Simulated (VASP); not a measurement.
Runs of VASP 6.6.1 on ZnS. The structure is cubic, space group F-43m (No. 216). Conventional cell: a = 5.388 Å, b = 5.388 Å, c = 5.388 Å, α = 90.00°, β = 90.00°, γ = 90.00°. Within 3.1 Å of Zn (site symmetry -43m) lie 4 S at 2.33 Å. Within 3.1 Å of S (site symmetry -43m) lie 4 Zn at 2.33 Å. 

```tsv
k mesh	smearing	gap on the mesh (eV)	pressure (GPa)
2 × 2 × 2	gaussian 0.01 eV	2.04	(a)
5 × 5 × 5	gaussian 0.01 eV	2.15	2.5
6 × 6 × 6	gaussian 0.01 eV	2.15	2.5
6 × 6 × 6	methfessel-paxton 0.2 eV	2.15	2.5
```

Alike in all rows: task single point; level PBE; potentials or basis VASP PAW PBE potentials, release 64 (Zn, S); no spin polarisation; cell as given; cutoff (eV) 500.

Question: Fill in the values left out.

Answer: (a) 8.4.

Caveats: some runs use coarse meshes.

